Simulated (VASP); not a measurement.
# Al (Fm-3m) in VASP: single point with HSE06

Aim: the single point of Al with HSE06.

All numbers are computed with VASP 6.6.1; they aren't measurements. Logs are shortened: lines on timing, memory, paths and dates and some standing lists are left out, and cuts for length are marked.

## Step 1: The cell of the first run

The structure is cubic, space group Fm-3m (No. 225). The conventional cell has a = 4.015 Å, b = 4.015 Å, c = 4.015 Å, α = 90.00°, β = 90.00°, γ = 90.00°. Within 3.7 Å of Al (site symmetry m-3m) lie 12 Al at 2.84 Å.

## Step 2: Single point, HSE06

POSCAR reads:

```
Al
1.0
    0.0000000000      2.0073810000      2.0073810000
    2.0073810000      0.0000000000      2.0073810000
    2.0073810000      2.0073810000      0.0000000000
Al
1
Direct
    0.0000000000      0.0000000000      0.0000000000
```

INCAR.step1 reads:

```
SYSTEM = Al
ALGO = Normal ; EDIFF = 1E-5
ENCUT = 520 ; GGA = PE
ISIF = 2 ; ISMEAR = -1
LASPH = .True. ; LCHARG = .False.
LREAL = .False. ; LWAVE = .True.
NBANDS = 8 ; NELM = 80
PREC = Accurate ; SIGMA = 0.05
```

INCAR.step2 reads:

```
SYSTEM = Al
ALGO = Normal ; EDIFF = 1E-7
ENCUT = 520 ; GGA = PE
HFSCREEN = 0.2079 ; ISIF = 2
ISMEAR = -1 ; ISTART = 1
LASPH = .True. ; LCHARG = .False.
LHFCALC = .True. ; LREAL = .False.
LWAVE = .False. ; NBANDS = 8
NELM = 80 ; PREC = Accurate
PRECFOCK = Normal ; SIGMA = 0.05
```

KPOINTS reads:

```
k-points
0
Gamma
  13 13 13
  0 0 0
```

Potentials or basis: VASP PAW PBE potentials, release 64 (Al).

Run with:

```bash
$ cat potpaw_PBE.64/Al/POTCAR > POTCAR
$ cp INCAR.step1 INCAR
$ mpirun -np 1 vasp_std > vasp.out
$ cp INCAR.step2 INCAR
$ mpirun -np 1 vasp_std > vasp.out
```

OUTCAR:

```text
SYSTEM = Al
   EDIFF = 1E-7
   ENCUT = 520
   GGA = PE
   HFSCREEN = 0.2079
   ISIF = 2
   ISMEAR = -1
   ISTART = 1
   LASPH = .True.
   LHFCALC = .True.
   LREAL = .False.
   NELM = 80
   PREC = Accurate
   PRECFOCK = Normal

 ion  position               nearest neighbor table
   1  0.000  0.000  0.000-

  LATTYP: Found a face centered cubic cell.
 ALAT       =     4.0147620000

  Lattice vectors:

 A1 = (   0.0000000000,   2.0073810000,   2.0073810000)
 A2 = (   2.0073810000,   0.0000000000,   2.0073810000)
 A3 = (   2.0073810000,   2.0073810000,   0.0000000000)

Analysis of symmetry for initial positions (statically):
=====================================================================
 Subroutine PRICEL returns:
 Original cell was already a primitive cell.

 Routine SETGRP: Setting up the symmetry group for a
 face centered cubic supercell.

 Subroutine GETGRP returns: Found 48 space group operations
 (whereof 48 operations were pure point group operations)
 out of a pool of 48 trial point group operations.

The static configuration has the point symmetry O_h .

Analysis of symmetry for dynamics (positions and initial velocities):
=====================================================================
 Subroutine PRICEL returns:
 Original cell was already a primitive cell.

 Routine SETGRP: Setting up the symmetry group for a
 face centered cubic supercell.

 Subroutine GETGRP returns: Found 48 space group operations
 (whereof 48 operations were pure point group operations)
 out of a pool of 48 trial point group operations.

The dynamic configuration has the point symmetry O_h .

 Subroutine INISYM returns: Found 48 space group operations
 (whereof 48 operations are pure point group operations),
 and found     1 'primitive' translations

----------------------------------------------------------------------------------------

                                     Primitive cell

  volume of cell :      16.1778

  direct lattice vectors                    reciprocal lattice vectors
     0.000000000  2.007381000  2.007381000    -0.249080767  0.249080767  0.249080767
     2.007381000  0.000000000  2.007381000     0.249080767 -0.249080767  0.249080767
     2.007381000  2.007381000  0.000000000     0.249080767  0.249080767 -0.249080767

  length of vectors
     2.838865435  2.838865435  2.838865435     0.431420544  0.431420544  0.431420544

  position of ions in fractional coordinates (direct lattice)
     0.000000000  0.000000000  0.000000000

  ion indices of the primitive-cell ions
   primitive index   ion index
                 1           1

----------------------------------------------------------------------------------------

 KPOINTS: k-points

Automatic generation of k-mesh.
 Grid dimensions read from file:
 generate k-points for:   13   13   13

 Generating k-lattice:

  Cartesian coordinates                     Fractional coordinates (reciprocal lattice)
    -0.019160059  0.019160059  0.019160059     0.076923077  0.000000000  0.000000000
     0.019160059 -0.019160059  0.019160059     0.000000000  0.076923077  0.000000000
     0.019160059  0.019160059 -0.019160059     0.000000000  0.000000000  0.076923077

  Length of vectors
     0.033186196  0.033186196  0.033186196

  Shift w.r.t. Gamma in fractional coordinates (k-lattice)
     0.000000000  0.000000000  0.000000000

 Subroutine IBZKPT returns following result:
 ===========================================

 Found     84 irreducible k-points:

 Following reciprocal coordinates:
            Coordinates               Weight
  0.000000  0.000000  0.000000      1.000000
  0.076923  0.000000  0.000000      8.000000
  0.153846  0.000000  0.000000      8.000000
  0.230769  0.000000  0.000000      8.000000
  0.307692  0.000000  0.000000      8.000000
  0.384615  0.000000  0.000000      8.000000
[... 16 lines left out ...]
  0.384615  0.153846  0.000000     24.000000
  0.461538  0.153846  0.000000     24.000000
 [... further k-points ...]
   k-points           NKPTS =     84   k-points in BZ     NKDIM =   2197   number of bands    NBANDS=      8
   number of dos      NEDOS =    301   number of ions     NIONS =      1
   total plane-waves  NPLWV =  13824
   dimension x,y,z NGX =    24 NGY =   24 NGZ =   24
   dimension x,y,z NGXF=    48 NGYF=   48 NGZF=   48
   ions per type =               1
   NGX,Y,Z   is equivalent  to a cutoff of  14.05, 14.05, 14.05 a.u.
   NGXF,Y,Z  is equivalent  to a cutoff of  28.11, 28.11, 28.11 a.u.
 SYSTEM =  Al
   PREC   = accura    normal or accurate (medium, high low for compatibility)
   ISTART =      1    job   : 0-new  1-cont  2-samecut
   ICHARG =      0    charge: 1-file 2-atom 10-const
   ISPIN  =      1    spin polarized calculation?
   LNONCOLLINEAR =      F non collinear calculations
   LSORBIT =      F    spin-orbit coupling
   LASPH  =      T    aspherical Exc in radial PAW
   ENCUT  =  520.0 eV  38.22 Ry    6.18 a.u.   5.28  5.28  5.28*2*pi/ulx,y,z
   NELM   =     80;   NELMIN=  2; NELMDL=  0     # of ELM steps
   EDIFF  = 0.1E-06   stopping-criterion for ELM
   LREAL  =      F    real-space projection
   EDIFFG = 0.1E-05   stopping-criterion for IOM
   NSW    =      0    number of steps for IOM
   IBRION =     -1    ionic relax: 0-MD 1-quasi-New 2-CG
   NFREE  =      0    steps in history (QN), initial steepest desc. (CG)
   ISIF   =      2    stress and relaxation
   ISYM   =      3    0-nonsym 1-usesym 2-fastsym
   POTIM  = 0.5000    time-step for ionic-motion
   TEBEG  =    0.0;   TEEND  =   0.0 temperature during run
   PSTRESS=    0.0 pullay stress
   NELECT =       3.0000    total number of electrons
   NUPDOWN=      -1.0000    fix difference up-down
   EMIN   =  10.00;   EMAX   =-10.00  energy-range for DOS
   EFERMI =   0.00;   METHOD = LEGACY
   ISMEAR =    -1;   SIGMA  =   0.05  broadening in eV -4-tet -1-fermi 0-gaus
   EFERMI_NEDOS =   21; number of points for ismear=-14 and -15
   IALGO  =     38    algorithm
   IMIX   =      1    mixing-type and parameters
     AMIX     =   0.40;   BMIX     =  1.00
     AMIX_MAG =   1.60;   BMIX_MAG =  1.00
  volume/ion in A,a.u.               =      16.18       109.17
  Fermi-wavevector in a.u.,A,eV,Ry     =   0.933560  1.764172 11.857937  0.871534
  Thomas-Fermi vector in A             =   2.060274
   LORBIT       =      0    0 simple, 1 ext, 2 COOP (PROOUT), +10 PAW based schemes
   GGA     = PE    functional components
   LHFCALC =     T    Hartree Fock is set to
   PRECFOCK=normal    Normal, Fast or Accurate (Low or Medium for compatibility)
   ENCUT4O =  -1.0   cutoff for four orbital integrals eV
   NKREDX  =     1    reduce k-point grid by
   NKREDY  =     1    reduce k-point grid by
   NKREDZ  =     1    reduce k-point grid by
   AEXX    =    0.2500 exact exchange contribution
   HFSCREEN=    0.2079 screening length (either q_TF or 0.3 A-1)
   HFSCREENC=   0.2079 screening length for correlation (either q_TF or 0.3 A-1)
   ENCUTFOCK=  -1.0 apply spherical cutoff to Coloumb kernel
   IVDW    =     0    specifies the selected vdW correction
   LEPSILON=     F    determine dielectric tensor
   LRPA    =     F    only Hartree local field effects (RPA)
 non-spin polarized calculation
  energy-cutoff  :      520.00
  volume of cell :       16.18
 maximum number of plane-waves:       445
 NGX is ok and might be reduce to    24
  NGX = 16; NGY = 16; NGZ = 16

 number of electron       3.0000000 magnetization

 Free energy of the ion-electron system (eV)
  ---------------------------------------------------
  ext. energy  EPLUGINS =         0.00000000
  ---------------------------------------------------
  free energy    TOTEN  =        -4.10169792 eV

  energy without entropy =       -4.09875123  energy(sigma->0) =       -4.10022457

 E-fermi :   8.1376     XC(G=0):  -8.4672

 val. band max:        8.1042682200   @ k =  -0.3077   0.2308   0.0000
 cond. band min:       8.1787178205   @ k =  -0.3077   0.4615   0.1538
 fundamental gap:      0.0744496004
 Fermi energy:         8.1375734003

 k-point     1 :       0.0000    0.0000    0.0000
  band No.  band energies     occupation
      1      -4.6455      2.00000
      2      22.0229      0.00000
      3      22.0229      0.00000
      4      22.0229      0.00000
      5      23.6894      0.00000
      6      23.6894      0.00000
      7      23.6894      0.00000
      8      25.7906      0.00000

 k-point     2 :       0.0769    0.0000    0.0000
  band No.  band energies     occupation
      1      -4.4632      2.00000
      2      19.5277      0.00000
      3      21.5055      0.00000
      4      21.5055      0.00000
      5      24.2796      0.00000
      6      24.4690      0.00000
      7      24.4690      0.00000
      8      27.5368      0.00000

 k-point     3 :       0.1538    0.0000    0.0000
  band No.  band energies     occupation
      1      -3.9167      2.00000
      2      16.1949      0.00000
      3      20.8096      0.00000
      4      20.8096      0.00000
      5      24.0838      0.00000
      6      25.6986      0.00000
      7      25.6986      0.00000
      8      26.8680      0.00000

 k-point     4 :       0.2308    0.0000    0.0000
  band No.  band energies     occupation
      1      -3.0077      2.00000
      2      12.9209      0.00000
      3      20.3260      0.00000
      4      20.3260      0.00000
      5      23.8164      0.00000
      6      24.6831      0.00000
      7      24.6831      0.00000
      8      28.0983      0.00000

 k-point     5 :       0.3077    0.0000    0.0000
  band No.  band energies     occupation
      1      -1.7383      2.00000
      2       9.7966      0.00000
      3      20.1093      0.00000
      4      20.1093      0.00000
      5      23.2640      0.00000
      6      23.2640      0.00000
      7      23.7097      0.00000
      8      27.2912      0.00000
[... 177 lines left out ...]
 k-point    22 :       0.3077    0.1538    0.0000
  band No.  band energies     occupation
      1      -1.9794      2.00000
      2      12.3859      0.00000
      3      17.3582      0.00000
      4      18.6544      0.00000
      5      19.1734      0.00000
      6      23.8874      0.00000
      7      27.8888      0.00000
      8      28.9394      0.00000

 k-point    23 :       0.3846    0.1538    0.0000
  band No.  band energies     occupation
      1      -0.5923      2.00000
      2       9.3774      0.00000
      3      17.2178      0.00000
      4      17.2938      0.00000
      5      19.0223      0.00000
      6      25.9904      0.00000
      7      26.6478      0.00000
      8      29.0376      0.00000

 k-point    24 :       0.4615    0.1538    0.0000
  band No.  band energies     occupation
      1       1.1505      2.00000
      2       6.5730      2.00000
      3      16.1234      0.00000
      4      17.3720      0.00000
      5      19.2180      0.00000
      6      25.5988      0.00000
      7      27.7271      0.00000
      8      29.4648      0.00000

 [... further k-points ...]

------------------------ aborting loop because EDIFF is reached ----------------------------------------

  FORCE on cell =-STRESS in cart. coord.  units (eV):
  Direction    XX          YY          ZZ          XY          YZ          ZX
  --------------------------------------------------------------------------------------
  -------------------------------------------------------------------------------------
  Total        0.0399170      0.0399170      0.0399170      0.0000000     -0.0000000      0.0000000
  in kB        3.9531984      3.9531984      3.9531984      0.0000000     -0.0000000      0.0000000
  external PRESSURE =       3.9531984 kB  Pullay stress =       0.0000000 kB

 VOLUME and BASIS-vectors are now :
 -----------------------------------------------------------------------------
  energy-cutoff  :      520.00
  volume of cell :       16.18
      direct lattice vectors                 reciprocal lattice vectors
     0.000000000  2.007381000  2.007381000    -0.249080767  0.249080767  0.249080767
     2.007381000  0.000000000  2.007381000     0.249080767 -0.249080767  0.249080767
     2.007381000  2.007381000  0.000000000     0.249080767  0.249080767 -0.249080767

 POSITION                                       TOTAL-FORCE (eV/Angst)
 -----------------------------------------------------------------------------------
      0.00000      0.00000      0.00000         0.000000      0.000000      0.000000
 -----------------------------------------------------------------------------------
    total drift:                               -0.000007      0.000002      0.000010

  FREE ENERGIE OF THE ION-ELECTRON SYSTEM (eV)
  ---------------------------------------------------
  free  energy   TOTEN  =        -4.1016979167 eV

  energy  without entropy=       -4.0987512275  energy(sigma->0) =       -4.10022457
```

Run time: 51 min. Hardware: 1 thread of Intel Xeon Platinum 8259CL at 2.50GHz (Skylake/Cascade Lake), shared host; peak memory 0.3 GiB.

What came out:

- Free energy: -4.1017 eV
- Pressure: 0.4 GPa
- Band gap on the k mesh: zero (an odd number of electrons rules out a gap without spin polarisation)

Caveat: the PAW data sets were made with another functional, which shifts forces and pressure a little.
